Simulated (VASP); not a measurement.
Crystal: Be8Se7S.

```
CELL_PARAMETERS angstrom
10.18784 0.00000 0.00000
0.00000 10.18784 0.00000
0.00000 0.00000 10.18784
ATOMIC_POSITIONS crystal
Be 0.99764 0.99984 0.99872
Be 0.99961 0.00185 0.50136
Be 0.00001 0.49972 0.00268
Be 0.00264 0.49973 0.50285
Be 0.49957 0.99771 0.00151
Be 0.49912 0.00011 0.49827
Be 0.50106 0.49820 0.99652
Be 0.49424 0.50100 0.50150
Be 0.25200 0.25220 0.99941
Be 0.24797 0.24996 0.49620
Be 0.25127 0.74802 0.00230
Be 0.25171 0.75121 0.49414
Be 0.75062 0.24874 0.00045
Be 0.74906 0.24770 0.49952
Be 0.75182 0.75059 0.00266
Be 0.74821 0.75088 0.50048
Be 0.25307 0.00678 0.24885
Be 0.25161 0.99755 0.74664
Be 0.24942 0.49577 0.24734
Be 0.24882 0.50092 0.74771
Be 0.75078 0.00194 0.24767
Be 0.74883 0.99925 0.75454
Be 0.75194 0.50206 0.25286
Be 0.75204 0.49599 0.74953
Be 0.99895 0.24956 0.25097
Be 0.99646 0.25061 0.75595
Be 0.99655 0.75274 0.24928
Be 0.99801 0.75125 0.75449
Be 0.50303 0.24866 0.24871
Be 0.50180 0.24932 0.75307
Be 0.50215 0.74808 0.25135
Be 0.49956 0.75248 0.75085
Se 0.12208 0.12785 0.12488
Se 0.12716 0.12530 0.62625
Se 0.12190 0.62624 0.12532
Se 0.12891 0.62478 0.62660
Se 0.62413 0.12597 0.12322
Se 0.62625 0.12660 0.62395
Se 0.62920 0.62998 0.12453
Se 0.62428 0.62751 0.62639
Se 0.37423 0.37537 0.12394
Se 0.37315 0.87421 0.12515
Se 0.37738 0.87798 0.62428
Se 0.87190 0.37557 0.12543
Se 0.87484 0.37528 0.62446
Se 0.87445 0.87628 0.12409
Se 0.87287 0.87549 0.62620
Se 0.37521 0.12426 0.37286
Se 0.37151 0.12617 0.87417
Se 0.37684 0.62254 0.37742
Se 0.37471 0.62264 0.87296
Se 0.87355 0.12310 0.37631
Se 0.87463 0.62131 0.37167
Se 0.87632 0.62777 0.87431
Se 0.12419 0.37268 0.37505
Se 0.12560 0.37541 0.87202
Se 0.12499 0.87214 0.37440
Se 0.12651 0.87415 0.87394
Se 0.62185 0.37566 0.37387
Se 0.62774 0.87852 0.37631
S 0.37779 0.37665 0.62333
S 0.87376 0.12462 0.87510
S 0.62526 0.37262 0.87372
S 0.62567 0.87429 0.87587
```

| Item | Value |
| --- | --- |
| Program | VASP 6.6.1 |
| Task | relaxation of volume and atoms at fixed shape |
| Functional | PBEsol |
| Potentials or basis | VASP PAW PBE potentials, release 64 (Be, Se, S) |
| Cutoff | 500 eV |
| k mesh | 1 × 1 × 1, shifted |
| Occupations | fermi-dirac, width 0.05 eV |
| Spin | no spin polarisation |

At the start: pressure 0.5 GPa; volume 16.52 Å³/atom.

Task: How do energy, volume and symmetry change on relaxing?

Result: Over 10 steps the energy falls by 12.4 meV/atom and the volume is 16.56 Å³/atom (+0.2 %); space group P1 (No. 1, to 0.1 Å) before and after.

The path:
| step | energy change (eV) | largest force (eV/Å) | pressure (GPa) | volume (Å³) |
| --- | --- | --- | --- | --- |
| 1 | 0.0000 | 0.9812 | 0.46 | 1057.42 |
| 2 | -0.5617 | 0.5594 | -0.28 | 1064.66 |
| 3 | -0.6410 | 0.3442 | -0.61 | 1068.67 |
| 4 | -0.7371 | 0.2017 | 0.10 | 1059.01 |
| 5 | -0.7490 | 0.1614 | 0.46 | 1054.22 |
| 6 | -0.7828 | 0.0940 | 0.03 | 1059.64 |
| 7 | -0.7846 | 0.0999 | -0.09 | 1061.18 |
| 8 | -0.7923 | 0.0564 | -0.03 | 1060.37 |
| 9 | -0.7940 | 0.0581 | 0.02 | 1059.78 |
| 10 | -0.7962 | 0.0291 | 0.00 | 1059.97 |

Final structure:
```
CELL_PARAMETERS angstrom
10.19604 0.00000 0.00000
0.00000 10.19604 0.00000
0.00000 0.00000 10.19604
ATOMIC_POSITIONS crystal
Be 0.99409 0.00577 0.99440
Be 0.99952 0.00063 0.50141
Be 0.99916 0.50022 0.99931
Be 0.99988 0.49934 0.50151
Be 0.50451 0.99552 0.99420
Be 0.50085 0.00136 0.50086
Be 0.50631 0.49455 0.99389
Be 0.49444 0.49547 0.50626
Be 0.25052 0.24971 0.99871
Be 0.25477 0.25485 0.50610
Be 0.25031 0.74860 0.99921
Be 0.25084 0.75018 0.49941
Be 0.74884 0.24946 0.98922
Be 0.74939 0.24944 0.50134
Be 0.74511 0.75513 0.99475
Be 0.74916 0.74926 0.50217
Be 0.24957 0.00128 0.24852
Be 0.25074 0.00053 0.74931
Be 0.25056 0.49948 0.24909
Be 0.25517 0.49506 0.74464
Be 0.74981 0.00077 0.24808
Be 0.74872 0.00093 0.76002
Be 0.74898 0.50029 0.24944
Be 0.74469 0.49476 0.75465
Be 0.99932 0.25018 0.24978
Be 0.99380 0.24411 0.75507
Be 0.99885 0.75121 0.24876
Be 0.99994 0.74884 0.75016
Be 0.50050 0.24968 0.24802
Be 0.50016 0.25909 0.75009
Be 0.50002 0.74834 0.24973
Be 0.50552 0.75517 0.75491
Se 0.12358 0.12609 0.12301
Se 0.12503 0.12680 0.62697
Se 0.12484 0.62516 0.12520
Se 0.12706 0.62440 0.62522
Se 0.62605 0.12532 0.12046
Se 0.62505 0.12676 0.62961
Se 0.62548 0.62535 0.12208
Se 0.62363 0.62370 0.62833
Se 0.37706 0.37549 0.12263
Se 0.37641 0.87510 0.12376
Se 0.37721 0.87541 0.62619
Se 0.87290 0.37379 0.12244
Se 0.87385 0.37382 0.62824
Se 0.87388 0.87699 0.12175
Se 0.87350 0.87672 0.62889
Se 0.37532 0.12701 0.37613
Se 0.37781 0.12639 0.87349
Se 0.37545 0.62341 0.37633
Se 0.37821 0.62362 0.87353
Se 0.87469 0.12533 0.37545
Se 0.87509 0.62539 0.37578
Se 0.87222 0.62512 0.87500
Se 0.12648 0.37498 0.37660
Se 0.12486 0.37419 0.87329
Se 0.12494 0.87607 0.37505
Se 0.12440 0.87656 0.87507
Se 0.62352 0.37537 0.37687
Se 0.62549 0.87535 0.37517
S 0.37672 0.37497 0.62712
S 0.87188 0.12536 0.87508
S 0.62539 0.37346 0.87327
S 0.62637 0.87678 0.87534
```

Caveat: the PAW data sets were made with another functional, which shifts forces and pressure a little.
